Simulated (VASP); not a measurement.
# PtS2 in VASP: notebook, part 2 of 2

VASP 6.6.1. The steps go on from the part before.

## (3) Single point, PBE+D3(BJ) (layers slid over each other, then relaxed in part)

Input file INCAR:

```
  ALGO = Normal
  DIPOL = 0.5 0.5 0.376
  EDIFF = 1E-6
  ENCUT = 400
  GGA = PE
  GGA_COMPAT = F
  IDIPOL = 3
  ISIF = 2
  ISMEAR = 0
  IVDW = 12
  LASPH = T
  LCHARG = T
  LDIPOL = T
  LELF = T
  LREAL = F
  LVACPOTAV = T
  LVHAR = T
  LWAVE = F
  NBANDS = 31
  NELM = 120
  NELMDL = -8
  PREC = Accurate
  SIGMA = 0.05
```

Input file KPOINTS:

```
k-points
0
Gamma
  9 9 1
```

Input file POSCAR:

```
PtS2
1.0
    3.5415277692      0.0000000000      0.0000000000
   -1.7707638846      3.0670530163      0.0000000000
    0.0000000000      0.0000000000     22.4670602589
S Pt
4 2
Direct
    0.6666666667      0.3333333333      0.2002932270
    0.3333333333      0.6666666667      0.3106355417
    0.8333333333      1.0000000000      0.4420162032
    0.5000000000      1.3333333333      0.5523586107
    0.0000000000      0.0000000000      0.2556619620
    0.1666666667      0.6666666667      0.4969880496
```

Potentials or basis: VASP PAW PBE potentials, release 64 (S, Pt).

Command:

```bash
> cat potpaw_PBE.64/S/POTCAR potpaw_PBE.64/Pt/POTCAR > POTCAR
> mpirun -np 1 vasp_std > vasp.out
```

OUTCAR:

```text
EDIFF = 1E-6
   ENCUT = 400
   GGA = PE
   ISIF = 2
   ISMEAR = 0
   IVDW = 12
   LASPH = T
   LREAL = F
   NELM = 120
   NELMDL = -8
   PREC = Accurate
 IVDW          = 12

 ion  position               nearest neighbor table
   1  0.667  0.333  0.200-   5 2.39   5 2.39   5 2.39
   2  0.333  0.667  0.311-   5 2.39   5 2.39   5 2.39
   3  0.833  0.000  0.442-   6 2.39   6 2.39   6 2.39
   4  0.500  0.333  0.552-   6 2.39   6 2.39   6 2.39
   5  0.000  0.000  0.256-   2 2.39   2 2.39   2 2.39   1 2.39   1 2.39   1 2.39
   6  0.167  0.667  0.497-   3 2.39   3 2.39   3 2.39   4 2.39   4 2.39   4 2.39

  LATTYP: Found a hexagonal cell.
 ALAT       =     3.5415277692
 C/A-ratio  =     6.3438893390

  Lattice vectors:

 A1 = (   3.5415277692,   0.0000000000,   0.0000000000)
 A2 = (  -1.7707638846,   3.0670530163,   0.0000000000)
 A3 = (   0.0000000000,   0.0000000000,  22.4670602589)

Analysis of symmetry for initial positions (statically):
=====================================================================
 Subroutine PRICEL returns:
 Original cell was already a primitive cell.

 Routine SETGRP: Setting up the symmetry group for a
[... 187 lines left out ...]
 k-point     1 :       0.0000    0.0000    0.0000
  band No.  band energies     occupation
      1     -14.9719      2.00000
      2     -14.8572      2.00000
      3     -12.8242      2.00000
      4     -12.5839      2.00000
      5      -6.4260      2.00000
      6      -6.4079      2.00000
[... 805 lines left out ...]
     30       7.0475      0.00000
     31       7.3135      0.00000

 [... further k-points ...]

------------------------ aborting loop because EDIFF is reached ----------------------------------------

 Edisp (eV)   -1.98705

 E8    (eV) :    -0.8235

  FORCE on cell =-STRESS in cart. coord.  units (eV):
  Direction    XX          YY          ZZ          XY          YZ          ZX
  --------------------------------------------------------------------------------------
  -------------------------------------------------------------------------------------
  Total      -0.32210    -0.24189    -0.24468     0.08490     0.15611     0.21063
  in kB      -2.11469    -1.58806    -1.60642     0.55742     1.02487     1.38281
  external pressure =       -1.77 kB  Pullay stress =        0.00 kB

 VOLUME and BASIS-vectors are now :
 -----------------------------------------------------------------------------
  energy-cutoff  :      400.00
  volume of cell :      244.04
      direct lattice vectors                 reciprocal lattice vectors
     3.541527769  0.000000000  0.000000000     0.282364015  0.163022940  0.000000000
    -1.770763885  3.067053016  0.000000000     0.000000000  0.326045880  0.000000000
     0.000000000  0.000000000 22.467060259     0.000000000  0.000000000  0.044509606

 POSITION                                       TOTAL-FORCE (eV/Angst)
 -----------------------------------------------------------------------------------
      1.77076      1.02235      4.50000        -0.013055     -0.016327      0.039794
     -0.00000      2.04470      6.97907        -0.032100     -0.045725     -0.039056
      2.95127      0.00000      9.93080         0.032100      0.045725      0.039056
      1.18051      1.02235     12.40987         0.013055      0.016327     -0.039794
      0.00000      0.00000      5.74397        -0.002376      0.019937     -0.002249
     -0.59025      2.04470     11.16586         0.002376     -0.019937      0.002249
 -----------------------------------------------------------------------------------
    total drift:                                0.000053      0.000050     -0.073616

  FREE ENERGIE OF THE ION-ELECTRON SYSTEM (eV)
  ---------------------------------------------------
  free  energy   TOTEN  =       -32.8269904981 eV

  energy  without entropy=      -32.8269904981  energy(sigma->0) =      -32.82699050

 vacuum level on the upper side and lower side of the slab         5.486         5.494
```

OSZICAR:

```text
N       E                     dE             d eps       ncg     rms          rms(c)
DAV:   1     0.276376666252E+03    0.27638E+03   -0.15704E+04  2542   0.946E+02
[... 13 lines left out ...]
DAV:  15    -0.308406442292E+02   -0.39289E-03   -0.21989E-03  3026   0.299E-01    0.570E-01
DAV:  16    -0.308400721480E+02    0.57208E-03   -0.64883E-04  2990   0.109E-01    0.288E-01
DAV:  17    -0.308399705231E+02    0.10162E-03   -0.18573E-04  3053   0.552E-02    0.152E-01
DAV:  18    -0.308399455643E+02    0.24959E-04   -0.38808E-05  3322   0.241E-02    0.812E-02
DAV:  19    -0.308399436921E+02    0.18722E-05   -0.30304E-06  2544   0.105E-02    0.622E-02
DAV:  20    -0.308399424096E+02    0.12825E-05   -0.30934E-05  3045   0.215E-02    0.230E-03
DAV:  21    -0.308399426193E+02   -0.20965E-06   -0.10344E-06  2104   0.491E-03
   1 F= -.32826990E+02 E0= -.32826990E+02  d E =-.209528E-13
```

stdout:

```text
POSCAR found type information on POSCAR S Pt
 POSCAR found :  2 types and       6 ions
 scaLAPACK will be used
 LDA part: xc-table for (Slater+PW92), standard interpolation
 POSCAR, INCAR and KPOINTS ok, starting setup
 FFT: planning ... GRIDC
 FFT: planning ... GRID_SOFT
 FFT: planning ... GRID
 WAVECAR not read
 entering main loop
 -----------------------------------------------------------------------------
|                                                                             |
|           W    W    AA    RRRRR   N    N  II  N    N   GGGG   !!!           |
|           W    W   A  A   R    R  NN   N  II  NN   N  G    G  !!!           |
|           W    W  A    A  R    R  N N  N  II  N N  N  G       !!!           |
|           W WW W  AAAAAA  RRRRR   N  N N  II  N  N N  G  GGG   !            |
|           WW  WW  A    A  R   R   N   NN  II  N   NN  G    G                |
|           W    W  A    A  R    R  N    N  II  N    N   GGGG   !!!           |
|                                                                             |
|     Did not find any points to average over, which means that no vacuum     |
|     field-free region was found. Please increase the size of  your cell     |
|     in the dimension of the dipole correction to obtain accurate            |
|     workfunction values.                                                    |
|                                                                             |
 -----------------------------------------------------------------------------
```

Wall time 3.7 min (1 thread of Intel Xeon Platinum 8488C (Sapphire Rapids), shared host); peak memory 0.37 GiB.

What came out:

```
Free energy                : -32.8270 eV
Largest force              : 0.068 eV/Å
Band gap on the k mesh     : 1.20 eV (least direct gap 1.35 eV)
Dispersion energy per atom : -0.331 eV
```

Forces on the atoms (eV/Å):
```
S   -0.013 -0.016  0.040
S   -0.032 -0.046 -0.039
S    0.032  0.046  0.039
S    0.013  0.016 -0.040
Pt  -0.002  0.020 -0.002
Pt   0.002 -0.020  0.002
```

Levels at points of the mesh, in eV from the valence-band top:
```tsv
k point	band 20	band 21	band 22	band 23	band 24	band 25
(0.00, 0.00, 0.00)	-0.70	-0.65	-0.38	2.70	2.76	2.81
```

Caveat: the cell differs from its parent crystal (layers slid over each other, then relaxed in part); spin-orbit coupling is left out, which moves the levels of the heavy elements.
